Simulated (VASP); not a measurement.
Here is a VASP 6.6.1 calculation.

The input INCAR:

```
ALGO = Normal
EDIFF = 1E-7
ENCUT = 520
GGA = PE
ISIF = 2
ISMEAR = 0
LASPH = T
LCHARG = F
LREAL = F
LWAVE = F
NBANDS = 38
NELM = 100
PREC = Accurate
SIGMA = 0.1
```

KPOINTS

```
k-points
0
Gamma
  8 8 8
```

Contents of POSCAR:

```
Sc2Br
1.0
   -3.8379553572      3.8379553572      3.0071712054
    3.8379553572     -3.8379553572      3.0071712054
    3.8379553572      3.8379553572     -3.0071712054
Sc Br
4 2
Direct
    0.2991575424      0.0000000000      0.2991575424
    0.7008424576      0.0000000000      0.7008424576
    0.0000000000      0.7008424576      0.7008424576
    0.0000000000      0.2991575424      0.2991575424
    0.7452519440      0.7452519440      0.0000000000
    0.2547480560      0.2547480560      0.0000000000
```

Potentials or basis: VASP PAW PBE potentials, release 64 (Sc_sv, Br).

Command:

```sh
$ cat potpaw_PBE.64/Sc_sv/POTCAR potpaw_PBE.64/Br/POTCAR > POTCAR
$ mpirun -np 1 vasp_std > vasp.out
```

What does it give for the band gap on the k mesh?

Zero (bands 29 and 30 overlap by 0.69 eV).

Estimate the largest force.

0.025 eV/Å.

Forces in eV/Å, atoms in the order of the input:
```
Sc   0.000  0.022  0.000
Sc   0.000 -0.022  0.000
Sc  -0.022  0.000  0.000
Sc   0.022  0.000  0.000
Br   0.000  0.000 -0.025
Br   0.000  0.000  0.025
```
